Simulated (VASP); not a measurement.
# Mg15ZnO16 (a cell with a defect) in VASP: relaxation of the atoms with PBEsol

Aim: the relaxation of the atoms of Mg15ZnO16 (a cell with a defect) with PBEsol.

Everything below comes from runs of VASP 6.6.1. Logs are shortened: lines on timing, memory, paths and dates and some standing lists are left out, and cuts for length are marked.

## 1. The cell of the first run

The cell holds a defect, 32 atoms: a = 7.299 Å, b = 7.299 Å, c = 7.299 Å, α = 109.47°, β = 109.47°, γ = 109.47°.

## 2. Relaxation of the atoms, PBEsol

The input, INCAR:

```
SYSTEM = Mg15ZnO16
ALGO     = Normal         ! electronic algorithm
EDIFF    = 1E-6           ! SCF threshold, eV
EDIFFG   = -0.03          ! ionic threshold
ENCUT    = 520            ! plane-wave cutoff, eV
GGA      = PS             ! functional
IBRION   = 2              ! ionic algorithm
ISIF     = 2              ! what is computed and relaxed
ISMEAR   = 0              ! smearing method
LASPH    = .True.         ! aspherical terms in the spheres
LCHARG   = .False.        ! write CHGCAR
LREAL    = Auto         
LWAVE    = .False.        ! write WAVECAR
NELM     = 100            ! most SCF steps
NSW      = 60             ! ionic steps
PREC     = Accurate       ! precision mode
SIGMA    = 0.02           ! smearing width, eV
```

The input, KPOINTS:

```
Automatic mesh
0
Gamma
  2 2 2
  0.5 0.5 0.5
```

The input, POSCAR:

```
Mg15ZnO16
1.0
    4.2140464123      4.2140464123      4.2140464123
   -4.2140464123     -4.2140464123      4.2140464123
    4.2140464123     -4.2140464123     -4.2140464123
Zn Mg O
1 15 16
Direct
    0.7500000000      0.2500000000      0.0000000000
    0.0000000000      0.0000000000      0.0000000000
    0.7500000000      0.5000000000      0.7500000000
    0.0000000000      0.2500000000      0.7500000000
    0.2500000000      0.0000000000      0.7500000000
    0.2500000000      0.7500000000      0.0000000000
    0.5000000000      0.5000000000      0.0000000000
    0.7500000000      0.0000000000      0.2500000000
    0.7500000000      0.7500000000      0.5000000000
    0.0000000000      0.5000000000      0.5000000000
    0.2500000000      0.2500000000      0.5000000000
    0.5000000000      0.0000000000      0.5000000000
    0.5000000000      0.7500000000      0.7500000000
    0.0000000000      0.7500000000      0.2500000000
    0.2500000000      0.5000000000      0.2500000000
    0.5000000000      0.2500000000      0.2500000000
    0.5000000000      0.2500000000      0.7500000000
    0.7500000000      0.0000000000      0.7500000000
    0.5000000000      0.5000000000      0.5000000000
    0.7500000000      0.2500000000      0.5000000000
    0.0000000000      0.0000000000      0.5000000000
    0.0000000000      0.7500000000      0.7500000000
    0.2500000000      0.5000000000      0.7500000000
    0.5000000000      0.0000000000      0.0000000000
    0.5000000000      0.7500000000      0.2500000000
    0.7500000000      0.5000000000      0.2500000000
    0.0000000000      0.2500000000      0.2500000000
    0.2500000000      0.0000000000      0.2500000000
    0.2500000000      0.7500000000      0.5000000000
    0.7500000000      0.7500000000      0.0000000000
    0.0000000000      0.5000000000      0.0000000000
    0.2500000000      0.2500000000      0.0000000000
```

Potentials or basis: VASP PAW PBE potentials, release 64 (Zn, Mg, O).

Run with:

```sh
$ cat potpaw_PBE.64/Zn/POTCAR potpaw_PBE.64/Mg/POTCAR potpaw_PBE.64/O/POTCAR > POTCAR
$ mpirun -np 1 vasp_std > vasp.out
```

OUTCAR:

```text
SYSTEM = Mg15ZnO16
   EDIFF = 1E-6
   EDIFFG = -0.03
   ENCUT = 520
   GGA = PS
   IBRION = 2
   ISIF = 2
   ISMEAR = 0
   LASPH = .True.
   LREAL = Auto
   NELM = 100
   NSW = 60
   PREC = Accurate

 ion  position               nearest neighbor table
   1  0.750  0.250  0.000-  17 2.11  18 2.11  24 2.11  26 2.11  27 2.11  31 2.11  14 2.98  15 2.98
                            16 2.98   2 2.98   3 2.98   4 2.98   7 2.98   8 2.98  10 2.98  12 2.98
   2  0.000  0.000  0.000-  18 2.11  22 2.11  27 2.11  28 2.11  30 2.11  32 2.11  14 2.98  15 2.98
                            16 2.98   1 2.98   4 2.98   5 2.98   6 2.98   8 2.98  11 2.98   9 2.98
   3  0.750  0.500  0.750-  17 2.11  19 2.11  20 2.11  22 2.11  30 2.11  31 2.11  10 2.98  13 2.98
                            14 2.98   1 2.98   2 2.98   4 2.98   6 2.98   7 2.98   9 2.98  16 2.98
   4  0.000  0.250  0.750-  18 2.11  20 2.11  21 2.11  23 2.11  31 2.11  32 2.11  10 2.98  11 2.98
                            15 2.98   1 2.98   2 2.98   3 2.98   5 2.98   6 2.98   7 2.98   8 2.98
   5  0.250  0.000  0.750-  17 2.11  21 2.11  22 2.11  24 2.11  29 2.11  32 2.11  12 2.98  13 2.98
                            16 2.98   1 2.98   2 2.98   4 2.98   6 2.98   7 2.98  11 2.98  14 2.98
   6  0.250  0.750  0.000-  22 2.11  23 2.11  24 2.11  25 2.11  28 2.11  31 2.11  14 2.98  15 2.98
                            16 2.98   2 2.98   5 2.98   7 2.98   8 2.98  12 2.98  13 2.98  10 2.98
   7  0.500  0.500  0.000-  17 2.11  23 2.11  25 2.11  26 2.11  30 2.11  32 2.11  14 2.98  15 2.98
                            16 2.98   1 2.98   3 2.98   6 2.98   8 2.98   9 2.98  13 2.98  11 2.98
   8  0.750  0.000  0.250-  20 2.11  21 2.11  24 2.11  25 2.11  27 2.11  30 2.11  12 2.98  14 2.98
                            16 2.98   1 2.98   2 2.98   4 2.98   9 2.98  10 2.98  11 2.98  13 2.98
   9  0.750  0.750  0.500-  18 2.11  19 2.11  21 2.11  22 2.11  25 2.11  26 2.11  12 2.98  13 2.98
[... 17 lines left out ...]
  19  0.500  0.500  0.500-   3 2.11   9 2.11  11 2.11  13 2.11  15 2.11  16 2.11
  20  0.750  0.250  0.500-   3 2.11   4 2.11   8 2.11  10 2.11  12 2.11  16 2.11
  21  0.000  0.000  0.500-   4 2.11   5 2.11   8 2.11   9 2.11  11 2.11  14 2.11
  22  0.000  0.750  0.750-   2 2.11   3 2.11   5 2.11   6 2.11   9 2.11  10 2.11
[... 8 lines left out ...]
  31  0.000  0.500  0.000-   1 2.11   3 2.11   4 2.11   6 2.11  14 2.11  15 2.11
  32  0.250  0.250  0.000-   2 2.11   4 2.11   5 2.11   7 2.11  15 2.11  16 2.11

  LATTYP: Found a body centered cubic cell.
 ALAT       =     8.4280928246

  Lattice vectors:

 A1 = (   4.2140464123,   4.2140464123,   4.2140464123)
 A2 = (  -4.2140464123,  -4.2140464123,   4.2140464123)
 A3 = (   4.2140464123,  -4.2140464123,  -4.2140464123)

Analysis of symmetry for initial positions (statically):
=====================================================================
 Subroutine PRICEL returns:
 Original cell was already a primitive cell.

 Routine SETGRP: Setting up the symmetry group for a
 body centered cubic supercell.

 Subroutine GETGRP returns: Found 48 space group operations
 (whereof  4 operations were pure point group operations)
 out of a pool of 48 trial point group operations.

The static configuration has the point symmetry C_2v.
 The point group associated with its full space group is O_h .

Analysis of symmetry for dynamics (positions and initial velocities):
=====================================================================
 Subroutine PRICEL returns:
 Original cell was already a primitive cell.

 Routine SETGRP: Setting up the symmetry group for a
 body centered cubic supercell.

 Subroutine GETGRP returns: Found 48 space group operations
 (whereof  4 operations were pure point group operations)
 out of a pool of 48 trial point group operations.

The dynamic configuration has the point symmetry C_2v.
 The point group associated with its full space group is O_h .

 Subroutine INISYM returns: Found 48 space group operations
 (whereof  4 operations are pure point group operations),
 and found     1 'primitive' translations

----------------------------------------------------------------------------------------

                                     Primitive cell

  volume of cell :     299.3353

  direct lattice vectors                    reciprocal lattice vectors
     4.214046412  4.214046412  4.214046412     0.118650805  0.000000000  0.118650805
    -4.214046412 -4.214046412  4.214046412     0.000000000 -0.118650805  0.118650805
     4.214046412 -4.214046412 -4.214046412     0.118650805 -0.118650805  0.000000000

  length of vectors
     7.298942492  7.298942492  7.298942492     0.167797578  0.167797578  0.167797578

  position of ions in fractional coordinates (direct lattice)
     0.750000000  0.250000000  0.000000000
     0.000000000  0.000000000  0.000000000
     0.750000000  0.500000000  0.750000000
     0.000000000  0.250000000  0.750000000
     0.250000000  0.000000000  0.750000000
[... 85 lines left out ...]
 ===========================================

 Found      2 irreducible k-points:

 Following reciprocal coordinates:
            Coordinates               Weight
  0.250000  0.250000  0.250000      2.000000
 -0.250000  0.250000  0.250000      6.000000
   k-points           NKPTS =      2   k-points in BZ     NKDIM =      2   number of bands    NBANDS=     86
   number of dos      NEDOS =    301   number of ions     NIONS =     32
   total plane-waves  NPLWV = 157464
   dimension x,y,z NGX =    54 NGY =   54 NGZ =   54
   dimension x,y,z NGXF=   108 NGYF=  108 NGZF=  108
   ions per type =               1  15  16
   NGX,Y,Z   is equivalent  to a cutoff of  12.30, 12.30, 12.30 a.u.
   NGXF,Y,Z  is equivalent  to a cutoff of  24.60, 24.60, 24.60 a.u.
 SYSTEM =  Mg15ZnO16
   PREC   = accura    normal or accurate (medium, high low for compatibility)
   ISTART =      0    job   : 0-new  1-cont  2-samecut
   ICHARG =      2    charge: 1-file 2-atom 10-const
   ISPIN  =      1    spin polarized calculation?
   LNONCOLLINEAR =      F non collinear calculations
   LSORBIT =      F    spin-orbit coupling
   LASPH  =      T    aspherical Exc in radial PAW
   ENCUT  =  520.0 eV  38.22 Ry    6.18 a.u.  13.57 13.57 13.57*2*pi/ulx,y,z
   NELM   =    100;   NELMIN=  2; NELMDL= -5     # of ELM steps
   EDIFF  = 0.1E-05   stopping-criterion for ELM
   LREAL  =      T    real-space projection
   EDIFFG = -.3E-01   stopping-criterion for IOM
   NSW    =     60    number of steps for IOM
   IBRION =      2    ionic relax: 0-MD 1-quasi-New 2-CG
   NFREE  =      1    steps in history (QN), initial steepest desc. (CG)
   ISIF   =      2    stress and relaxation
   ISYM   =      2    0-nonsym 1-usesym 2-fastsym
   POTIM  = 0.5000    time-step for ionic-motion
   TEBEG  =    0.0;   TEEND  =   0.0 temperature during run
   PSTRESS=    0.0 pullay stress
   NELECT =     138.0000    total number of electrons
   NUPDOWN=      -1.0000    fix difference up-down
   EMIN   =  10.00;   EMAX   =-10.00  energy-range for DOS
   EFERMI =   0.00;   METHOD = LEGACY
   ISMEAR =     0;   SIGMA  =   0.02  broadening in eV -4-tet -1-fermi 0-gaus
   EFERMI_NEDOS =   21; number of points for ismear=-14 and -15
   IALGO  =     38    algorithm
   IMIX   =      4    mixing-type and parameters
     AMIX     =   0.40;   BMIX     =  1.00
     AMIX_MAG =   1.60;   BMIX_MAG =  1.00
  volume/ion in A,a.u.               =       9.35        63.13
  Fermi-wavevector in a.u.,A,eV,Ry     =   1.264684  2.389905 21.761492  1.599425
  Thomas-Fermi vector in A             =   2.397976
   LORBIT       =      0    0 simple, 1 ext, 2 COOP (PROOUT), +10 PAW based schemes
   GGA     = PS    functional components
   LHFCALC =     F    Hartree Fock is set to
   AEXX    =    0.0000 exact exchange contribution
   IVDW    =     0    specifies the selected vdW correction
   LEPSILON=     F    determine dielectric tensor
   LRPA    =     F    only Hartree local field effects (RPA)
 conjugate gradient relaxation of ions
 non-spin polarized calculation
 Gauss-broadening in eV      SIGMA  =   0.02
  energy-cutoff  :      520.00
  volume of cell :      299.34
 maximum number of plane-waves:      8088
 NGX is ok and might be reduce to    54
   NGX = 27   NGY = 27   NGZ = 27

--------------------------------------- Ionic step        1  -------------------------------------------

 number of electron     138.0000081 magnetization

 Free energy of the ion-electron system (eV)
  ---------------------------------------------------
  ext. energy  EPLUGINS =         0.00000000
  ---------------------------------------------------
  free energy    TOTEN  =      -197.20273877 eV

  energy without entropy =     -197.20273877  energy(sigma->0) =     -197.20273877

------------------------ aborting loop because EDIFF is reached ----------------------------------------

  FORCE on cell =-STRESS in cart. coord.  units (eV):
  Direction    XX          YY          ZZ          XY          YZ          ZX
  --------------------------------------------------------------------------------------
  -------------------------------------------------------------------------------------
  Total        0.0879046      0.0879046      0.0879046      0.0000000      0.0000000      0.0000000
  in kB        0.4705048      0.4705048      0.4705048      0.0000000      0.0000000      0.0000000
  external PRESSURE =       0.4705048 kB  Pullay stress =       0.0000000 kB
[... 185 lines left out ...]
--------------------------------------- Ionic step        4  -------------------------------------------

 number of electron     138.0000066 magnetization

 Free energy of the ion-electron system (eV)
  ---------------------------------------------------
  ext. energy  EPLUGINS =         0.00000000
  ---------------------------------------------------
  free energy    TOTEN  =      -197.23621417 eV

  energy without entropy =     -197.23621417  energy(sigma->0) =     -197.23621417

 E-fermi :   3.2318     XC(G=0): -11.3980

 val. band max:        3.0767085534   @ k =   0.2500   0.2500   0.2500
 cond. band min:       8.4936152341   @ k =  -0.2500   0.2500   0.2500
 fundamental gap:      5.4169066807
 Fermi energy:         3.2318116725

 k-point     1 :       0.2500    0.2500    0.2500
  band No.  band energies     occupation
      1     -13.7225      2.00000
      2     -13.6323      2.00000
      3     -13.6323      2.00000
      4     -13.6323      2.00000
      5     -12.9255      2.00000
      6     -12.9255      2.00000
[... 73 lines left out ...]
     80      12.5860      0.00000
     81      12.6109      0.00000

 k-point     2 :      -0.2500    0.2500    0.2500
  band No.  band energies     occupation
      1     -14.0398      2.00000
      2     -13.3994      2.00000
      3     -13.3292      2.00000
      4     -13.3292      2.00000
      5     -13.3276      2.00000
      6     -13.0183      2.00000
[... 73 lines left out ...]
     80      12.5967      0.00000
     81      12.9163      0.00000
 [bands above 81 left out]

------------------------ aborting loop because EDIFF is reached ----------------------------------------

  FORCE on cell =-STRESS in cart. coord.  units (eV):
  Direction    XX          YY          ZZ          XY          YZ          ZX
  --------------------------------------------------------------------------------------
  -------------------------------------------------------------------------------------
  Total       -0.0499690     -0.0499690     -0.0499690      0.0000000     -0.0000000     -0.0000000
  in kB       -0.2674566     -0.2674566     -0.2674566      0.0000000     -0.0000000     -0.0000000
  external PRESSURE =      -0.2674566 kB  Pullay stress =       0.0000000 kB
[... 47 lines left out ...]
  FREE ENERGIE OF THE ION-ELECTRON SYSTEM (eV)
  ---------------------------------------------------
  free  energy   TOTEN  =      -197.2362141726 eV

  energy  without entropy=     -197.2362141726  energy(sigma->0) =     -197.23621417

 reached required accuracy - stopping structural energy minimisation
```

It took 8.1 min on 1 thread of Intel Xeon Platinum 8259CL at 2.50GHz (Skylake/Cascade Lake), shared host; peak memory 0.45 GiB.

Results:

| Item | Value |
| --- | --- |
| Free energy | -197.2362 eV |
| Energy gained by relaxing | 1.0 meV/atom |
| Ionic steps | 4 |
| Pressure after relaxing | 0.0 GPa |
| Largest force after relaxing | 0.018 eV/Å |
| Band gap on the k mesh | 5.42 eV |

Forces on the atoms (eV/Å):
```
Zn   0.000  0.000  0.000
Mg   0.012  0.012  0.000
Mg  -0.012  0.000  0.012
Mg   0.000  0.012  0.012
Mg  -0.012  0.000 -0.012
Mg   0.000  0.000  0.000
Mg  -0.012 -0.012  0.000
Mg   0.012  0.000 -0.012
Mg   0.000  0.000  0.000
Mg   0.012 -0.012  0.000
Mg   0.000  0.000  0.000
Mg  -0.012  0.012  0.000
Mg   0.000  0.012 -0.012
Mg   0.000 -0.012  0.012
Mg   0.012  0.000  0.012
Mg   0.000 -0.012 -0.012
O   -0.007  0.000  0.000
O    0.000  0.007  0.000
O    0.000  0.000  0.000
O    0.000  0.000  0.000
O    0.000  0.000  0.000
O    0.000  0.000  0.000
O    0.000  0.000  0.000
O    0.000  0.000 -0.007
O    0.000  0.000  0.000
O    0.000 -0.007  0.000
O    0.007  0.000  0.000
O    0.000  0.000  0.000
O    0.000  0.000  0.000
O    0.000  0.000  0.000
O    0.000  0.000  0.007
O    0.000  0.000  0.000
```

The path:
```
step  energy change (eV)  largest force (eV/Å)  pressure (GPa)
   1              0.0000                0.4426            0.05
   2             -0.0318                0.0624           -0.02
   3             -0.0318                0.0646           -0.01
   4             -0.0335                0.0176           -0.03
```

Final structure:
```
Zn Mg O
1.0
     4.21405    4.21405    4.21405
    -4.21405   -4.21405    4.21405
     4.21405   -4.21405   -4.21405
Zn Mg O
1 15 16
Cartesian
  2.1070 2.1070 4.2140
  4.2127 4.2127 4.2140
  4.2154 -2.1070 2.1057
  6.3211 -0.0013 2.1057
  4.2154 -2.1070 -2.1057
  -2.1070 -2.1070 4.2140
  4.2154 -4.2127 0.0000
  4.2127 2.1070 2.1084
  2.1070 -2.1070 4.2140
  4.2127 0.0013 4.2140
  2.1070 -2.1070 0.0000
  4.2154 -0.0013 0.0000
  2.1070 -4.2154 2.1084
  2.1070 0.0013 6.3197
  -0.0013 -2.1070 2.1057
  2.1070 0.0013 2.1084
  4.1900 -2.1070 0.0000
  2.1070 -4.1900 4.2140
  2.1070 -2.1070 2.1070
  4.2140 0.0000 2.1070
  -2.1070 -6.3211 2.1070
  0.0000 -6.3211 0.0000
  2.1070 -4.2140 0.0000
  -2.1070 -2.1070 6.2970
  0.0000 -2.1070 4.2140
  2.1070 -0.0240 4.2140
  0.0240 -2.1070 0.0000
  -2.1070 -4.2140 4.2140
  0.0000 -4.2140 2.1070
  0.0000 0.0000 6.3211
  -2.1070 -2.1070 2.1311
  0.0000 0.0000 2.1070
```

Caveat: the PAW data sets were made with another functional, which shifts forces and pressure a little.
